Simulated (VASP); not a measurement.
# Ga2AsN: single point with PBE

Crystal: Ga2AsN.

```
CELL_PARAMETERS angstrom
1.64484 0.94965 6.23183
-1.64484 0.94965 6.23183
0.00000 -1.89930 6.23183
ATOMIC_POSITIONS crystal
Ga 0.76941 0.76941 0.76941
Ga 0.23059 0.23059 0.23059
As 0.00000 0.00000 0.00000
N 0.50000 0.50000 0.50000
```

```yaml
Program: VASP 6.6.1
Task: single point
Functional: PBE
Potentials_or_basis: VASP PAW PBE potentials, release 64 (Ga_d, As, N)
Cutoff: 520 eV
k_mesh: 6 × 6 × 6
Occupations: gaussian, width 0.1 eV
Spin: no spin polarisation
```

```yaml
Pressure: 0.3 GPa
Largest_force: 0.018 eV/Å
Band_gap_on_the_k_mesh: zero (band 18 reaches 9.11 eV, above the bottom of band 19 at 6.07 eV)
```

Forces on the atoms (eV/Å):
```
Ga   0.000  0.000 -0.018
Ga   0.000  0.000  0.018
As   0.000  0.000  0.000
N    0.000  0.000  0.000
```

Stress tensor (GPa, compression positive):
```
0.18 0.00 0.00
0.00 0.18 0.00
0.00 0.00 0.45
```

Levels at points of the mesh, in eV from the Fermi level:
| k point | band 14 | band 15 | band 16 | band 17 | band 18 | band 19 | band 20 | band 21 | band 22 | band 23 |
| --- | --- | --- | --- | --- | --- | --- | --- | --- | --- | --- |
| (0.00, 0.00, 0.00) | -2.39 | -2.39 | -2.35 | -2.28 | 2.16 | 2.16 | 3.81 | 5.56 | 5.56 | 5.82 |
| (0.50, 0.00, 0.00) | -6.80 | -4.80 | -3.89 | -3.59 | -0.23 | -0.18 | 0.07 | 4.65 | 5.26 | 5.40 |
| (0.50, 0.50, 0.00) | -6.70 | -4.13 | -3.69 | -3.24 | -1.55 | 0.21 | 1.41 | 3.49 | 4.09 | 4.73 |
| (0.50, 0.50, 0.50) | -6.14 | -2.39 | -2.39 | 0.44 | 2.07 | 2.07 | 2.37 | 6.67 | 6.67 | 6.85 |

Wall time 3 min on 1 thread of AMD EPYC 7R43 64-Core Processor (Zen 3) (shared host), peak memory 0.29 GiB.

Caveat: the k points lie up to 0.37 Å⁻¹ apart.
